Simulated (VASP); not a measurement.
# Mo6F in VASP: single point with PBE+D3(BJ)

Aim: the single point of Mo6F with PBE+D3(BJ).

All numbers are computed with VASP 6.6.1; they aren't measurements. Logs are shortened: lines on timing, memory, paths and dates and some standing lists are left out, and cuts for length are marked.

### Step 1. The cell of the first run

The cell holds a slab with vacuum, 7 atoms: a = 4.427 Å, b = 4.427 Å, c = 21.669 Å, α = 90.00°, β = 90.00°, γ = 120.00°.

### Step 2. Single point, PBE+D3(BJ)

INCAR reads:

```
SYSTEM = Mo6F
ALGO = Normal
DIPOL = 0.5 0.5 0.316
EDIFF = 1E-7
ENCUT = 520
GGA = PE
IDIPOL = 3
ISIF = 2
ISMEAR = 0
IVDW = 12
LASPH = .TRUE.
LCHARG = .FALSE.
LDIPOL = .TRUE.
LREAL = .FALSE.
LWAVE = .FALSE.
NBANDS = 54
NELM = 80
PREC = Accurate
SIGMA = 0.1
```

KPOINTS reads:

```
k-points
0
G
  6 6 1
  0 0 0
```

POSCAR reads:

```
Mo6F
1.0
    4.4268425262      0.0000000000      0.0000000000
   -2.2134212631      3.8337580862      0.0000000000
    0.0000000000      0.0000000000     21.6689391331
Mo F
6 1
Direct
    0.6666666667      0.3333333333      0.1845960236
    0.3333333333      0.6666666667      0.2262974396
    0.0000000000      0.0000000000      0.2679988557
    0.6666666667      0.3333333333      0.3077476805
    0.3333333333      0.6666666667      0.3449667290
    0.0000000000      0.0000000000      0.3816033209
    0.0000000000      0.2222222222      0.4969758356
```

Potentials or basis: VASP PAW PBE potentials, release 64 (Mo_sv, F).

Started as:

```console
$ cat potpaw_PBE.64/Mo_sv/POTCAR potpaw_PBE.64/F/POTCAR > POTCAR
$ mpirun -np 1 vasp_std > vasp.out
```

OUTCAR:

```text
SYSTEM = Mo6F
   EDIFF = 1E-7
   ENCUT = 520
   GGA = PE
   ISIF = 2
   ISMEAR = 0
   IVDW = 12
   LASPH = .TRUE.
   LREAL = .FALSE.
   NELM = 80
   PREC = Accurate
 IVDW          = 12

 ion  position               nearest neighbor table
   1  0.667  0.333  0.185-   4 2.67   2 2.71   2 2.71   2 2.71   3 3.13   3 3.13   3 3.13
   2  0.333  0.667  0.226-   5 2.57   1 2.71   1 2.71   3 2.71   1 2.71   3 2.71   3 2.71   4 3.11
                             4 3.11   4 3.11
   3  0.000  0.000  0.268-   6 2.46   4 2.70   4 2.70   4 2.70   2 2.71   2 2.71   2 2.71   5 3.05
                             5 3.05   5 3.05   1 3.13   1 3.13   1 3.13
   4  0.667  0.333  0.308-   1 2.67   5 2.68   5 2.68   5 2.68   3 2.70   3 2.70   3 2.70   6 3.02
                             6 3.02   6 3.02   2 3.11   2 3.11   2 3.11
   5  0.333  0.667  0.345-   2 2.57   6 2.68   6 2.68   6 2.68   4 2.68   4 2.68   4 2.68   3 3.05
                             3 3.05   3 3.05
   6  0.000  0.000  0.382-   3 2.46   5 2.68   5 2.68   5 2.68   7 2.69   4 3.02   4 3.02   4 3.02

   7  0.000  0.222  0.497-   6 2.69

  LATTYP: Found a hexagonal cell.
 ALAT       =     4.4268425262
 C/A-ratio  =     4.8948972106

  Lattice vectors:

 A1 = (   4.4268425262,   0.0000000000,   0.0000000000)
 A2 = (  -2.2134212631,   3.8337580862,   0.0000000000)
 A3 = (   0.0000000000,   0.0000000000,  21.6689391331)

Analysis of symmetry for initial positions (statically):
=====================================================================
 Subroutine PRICEL returns:
 Original cell was already a primitive cell.

 Routine SETGRP: Setting up the symmetry group for a
 hexagonal supercell.

 Subroutine GETGRP returns: Found  1 space group operations
 (whereof  1 operations were pure point group operations)
 out of a pool of 24 trial point group operations.

The static configuration has the point symmetry C_1 .

Analysis of symmetry for dynamics (positions and initial velocities):
=====================================================================
 Subroutine PRICEL returns:
 Original cell was already a primitive cell.

 Routine SETGRP: Setting up the symmetry group for a
 hexagonal supercell.

 Subroutine GETGRP returns: Found  1 space group operations
 (whereof  1 operations were pure point group operations)
 out of a pool of 24 trial point group operations.

The dynamic configuration has the point symmetry C_1 .

 Subroutine INISYM returns: Found  1 space group operations
 (whereof  1 operations are pure point group operations),
 and found     1 'primitive' translations

----------------------------------------------------------------------------------------

                                     Primitive cell

  volume of cell :     367.7532

  direct lattice vectors                    reciprocal lattice vectors
     4.426842526  0.000000000  0.000000000     0.225894640  0.130420331  0.000000000
    -2.213421263  3.833758086  0.000000000     0.000000000  0.260840663  0.000000000
     0.000000000  0.000000000 21.668939133     0.000000000  0.000000000  0.046149006

  length of vectors
     4.426842526  4.426842526 21.668939133     0.260840663  0.260840663  0.046149006

  position of ions in fractional coordinates (direct lattice)
     0.666666667  0.333333333  0.184596024
     0.333333333  0.666666667  0.226297440
     0.000000000  0.000000000  0.267998856
     0.666666667  0.333333333  0.307747681
     0.333333333  0.666666667  0.344966729
     0.000000000  0.000000000  0.381603321
     0.000000000  0.222222222  0.496975836

  ion indices of the primitive-cell ions
   primitive index   ion index
                 1           1
                 2           2
                 3           3
                 4           4
                 5           5
                 6           6
                 7           7

----------------------------------------------------------------------------------------

 KPOINTS: k-points

Automatic generation of k-mesh.
 Grid dimensions read from file:
 generate k-points for:    6    6    1

 Generating k-lattice:

  Cartesian coordinates                     Fractional coordinates (reciprocal lattice)
     0.037649107  0.021736722  0.000000000     0.166666667 -0.000000000  0.000000000
     0.000000000  0.043473444  0.000000000     0.000000000  0.166666667  0.000000000
     0.000000000  0.000000000  0.046149006     0.000000000  0.000000000  1.000000000

  Length of vectors
     0.043473444  0.043473444  0.046149006

  Shift w.r.t. Gamma in fractional coordinates (k-lattice)
     0.000000000  0.000000000  0.000000000

 Subroutine IBZKPT returns following result:
 ===========================================

 Found     20 irreducible k-points:

 Following reciprocal coordinates:
            Coordinates               Weight
  0.000000  0.000000  0.000000      1.000000
  0.166667  0.000000  0.000000      2.000000
  0.000000  0.166667  0.000000      2.000000
 -0.166667  0.166667  0.000000      2.000000
  0.333333 -0.000000  0.000000      2.000000
  0.000000  0.333333  0.000000      2.000000
[... 12 lines left out ...]
  0.500000 -0.166667  0.000000      2.000000
  0.333333  0.333333  0.000000      2.000000
   k-points           NKPTS =     20   k-points in BZ     NKDIM =     20   number of bands    NBANDS=     54
   number of dos      NEDOS =    301   number of ions     NIONS =      7
   total plane-waves  NPLWV = 209952
   dimension x,y,z NGX =    36 NGY =   36 NGZ =  162
   dimension x,y,z NGXF=    72 NGYF=   72 NGZF=  324
   ions per type =               6   1
   NGX,Y,Z   is equivalent  to a cutoff of  13.52, 13.52, 12.43 a.u.
   NGXF,Y,Z  is equivalent  to a cutoff of  27.04, 27.04, 24.86 a.u.
 SYSTEM =  Mo6F
   PREC   = accura    normal or accurate (medium, high low for compatibility)
   ISTART =      0    job   : 0-new  1-cont  2-samecut
   ICHARG =      2    charge: 1-file 2-atom 10-const
   ISPIN  =      1    spin polarized calculation?
   LNONCOLLINEAR =      F non collinear calculations
   LSORBIT =      F    spin-orbit coupling
   LASPH  =      T    aspherical Exc in radial PAW
   ENCUT  =  520.0 eV  38.22 Ry    6.18 a.u.   8.23  8.23 40.29*2*pi/ulx,y,z
   NELM   =     80;   NELMIN=  2; NELMDL= -5     # of ELM steps
   EDIFF  = 0.1E-06   stopping-criterion for ELM
   LREAL  =      F    real-space projection
   EDIFFG = 0.1E-05   stopping-criterion for IOM
   NSW    =      0    number of steps for IOM
   IBRION =     -1    ionic relax: 0-MD 1-quasi-New 2-CG
   NFREE  =      0    steps in history (QN), initial steepest desc. (CG)
   ISIF   =      2    stress and relaxation
   ISYM   =      2    0-nonsym 1-usesym 2-fastsym
   POTIM  = 0.5000    time-step for ionic-motion
   TEBEG  =    0.0;   TEEND  =   0.0 temperature during run
   PSTRESS=    0.0 pullay stress
   NELECT =      91.0000    total number of electrons
   NUPDOWN=      -1.0000    fix difference up-down
   EMIN   =  10.00;   EMAX   =-10.00  energy-range for DOS
   EFERMI =   0.00;   METHOD = LEGACY
   ISMEAR =     0;   SIGMA  =   0.10  broadening in eV -4-tet -1-fermi 0-gaus
   EFERMI_NEDOS =   21; number of points for ismear=-14 and -15
   IALGO  =     38    algorithm
   IMIX   =      4    mixing-type and parameters
     AMIX     =   0.40;   BMIX     =  1.00
     AMIX_MAG =   1.60;   BMIX_MAG =  1.00
  volume/ion in A,a.u.               =      52.54       354.53
  Fermi-wavevector in a.u.,A,eV,Ry     =   1.027787  1.942236 14.372464  1.056346
  Thomas-Fermi vector in A             =   2.161750
   LORBIT       =      0    0 simple, 1 ext, 2 COOP (PROOUT), +10 PAW based schemes
   GGA     = PE    functional components
   LHFCALC =     F    Hartree Fock is set to
   AEXX    =    0.0000 exact exchange contribution
   IVDW    =    12    specifies the selected vdW correction
   LEPSILON=     F    determine dielectric tensor
   LRPA    =     F    only Hartree local field effects (RPA)
 non-spin polarized calculation
 Gauss-broadening in eV      SIGMA  =   0.10
  energy-cutoff  :      520.00
  volume of cell :      367.75
 maximum number of plane-waves:      9946
 NGX is ok and might be reduce to    36
   NGX = 17   NGY = 17   NGZ = 81

 dipolmoment           0.000000      0.000000     -0.001701 electrons x Angstroem

 number of electron      91.0000009 magnetization

 dipolmoment           0.000000      0.000000      0.583481 electrons x Angstroem

 Free energy of the ion-electron system (eV)
  ---------------------------------------------------
  ext. energy  EPLUGINS =         0.00000000
  ---------------------------------------------------
  free energy    TOTEN  =       -62.28936674 eV

  energy without entropy =      -62.24172560  energy(sigma->0) =      -62.26554617

 E-fermi :  -1.4209     XC(G=0):  -4.7421

 val. band max:       -1.4223418316   @ k =   0.5000   0.5000   0.0000
 cond. band min:      -1.4033988880   @ k =   0.5000   0.5000   0.0000
 fundamental gap:      0.0189429436
 Fermi energy:        -1.4209394055

 k-point     1 :       0.0000    0.0000    0.0000
  band No.  band energies     occupation
      1     -62.5750      2.00000
      2     -62.3340      2.00000
      3     -62.3000      2.00000
      4     -62.2642      2.00000
      5     -62.1308      2.00000
      6     -62.0527      2.00000
[... 46 lines left out ...]
     53       0.4213      0.00000
     54       0.6117      0.00000

 k-point     2 :       0.1667    0.0000    0.0000
  band No.  band energies     occupation
      1     -62.5513      2.00000
      2     -62.3227      2.00000
      3     -62.3053      2.00000
      4     -62.2754      2.00000
      5     -62.1403      2.00000
      6     -62.0630      2.00000
[... 46 lines left out ...]
     53       0.4090      0.00000
     54       0.6557      0.00000
[... 967 lines left out ...]
     53       0.1651      0.00000
     54       0.3553      0.00000

 k-point    20 :       0.3333    0.3333    0.0000
  band No.  band energies     occupation
      1     -62.3773      2.00000
      2     -62.3714      2.00000
      3     -62.3679      2.00000
      4     -62.2501      2.00000
      5     -62.1964      2.00000
      6     -62.0995      2.00000
[... 46 lines left out ...]
     53       0.1509      0.00000
     54       0.2600      0.00000

------------------------ aborting loop because EDIFF is reached ----------------------------------------

 vacuum level on the upper side and lower side of the slab       (xc-potential included)         3.027        -3.041

 Edisp (eV)   -2.76056

 E8    (eV) :    -1.3585

  FORCE on cell =-STRESS in cart. coord.  units (eV):
  Direction    XX          YY          ZZ          XY          YZ          ZX
  --------------------------------------------------------------------------------------
  -------------------------------------------------------------------------------------
  Total      -5.81399    -6.36173    -8.52930     0.27281    -1.36630     1.11251
  in kB     -25.32960   -27.71594   -37.15928     1.18854    -5.95249     4.84684
  external pressure =      -30.07 kB  Pullay stress =        0.00 kB

 VOLUME and BASIS-vectors are now :
 -----------------------------------------------------------------------------
  energy-cutoff  :      520.00
  volume of cell :      367.75
      direct lattice vectors                 reciprocal lattice vectors
     4.426842526  0.000000000  0.000000000     0.225894640  0.130420331  0.000000000
    -2.213421263  3.833758086  0.000000000     0.000000000  0.260840663  0.000000000
     0.000000000  0.000000000 21.668939133     0.000000000  0.000000000  0.046149006

 POSITION                                       TOTAL-FORCE (eV/Angst)
 -----------------------------------------------------------------------------------
      2.21342      1.27792      4.00000        -0.004098      0.013396      1.520741
     -0.00000      2.55584      4.90363         0.015124     -0.032606     -0.258076
      0.00000      0.00000      5.80725        -0.062995      0.073997     -1.552853
      2.21342      1.27792      6.66857         0.027795     -0.079298     -0.704481
     -0.00000      2.55584      7.47506        -0.001888     -0.064542      0.255077
      0.00000      0.00000      8.26894        -0.387551      0.654965      3.797370
     -0.49187      0.85195     10.76894         0.413613     -0.565913     -3.057779
 -----------------------------------------------------------------------------------
    total drift:                                0.000007      0.000005      0.000948

  FREE ENERGIE OF THE ION-ELECTRON SYSTEM (eV)
  ---------------------------------------------------
  free  energy   TOTEN  =       -65.0499266173 eV

  energy  without entropy=      -65.0022854761  energy(sigma->0) =      -65.02610605

 vacuum level on the upper side and lower side of the slab         8.287         2.066
```

It took 36 min on 1 thread of Intel Xeon Platinum 8375C at 2.90GHz (Ice Lake), shared host; peak memory 0.67 GiB.

Results:

* Free energy: -65.0499 eV
* Largest force: 3.873 eV/Å
* Band gap on the k mesh: zero (an odd number of electrons rules out a gap without spin polarisation)
* Dispersion energy per atom: -0.394 eV

Forces on the atoms (eV/Å):
```
Mo  -0.004  0.013  1.521
Mo   0.015 -0.033 -0.258
Mo  -0.063  0.074 -1.553
Mo   0.028 -0.079 -0.704
Mo  -0.002 -0.065  0.255
Mo  -0.388  0.655  3.797
F    0.414 -0.566 -3.058
```

Caveat: an odd number of electrons without spin polarisation forces a metal; a magnetic or distorted state may lie lower.
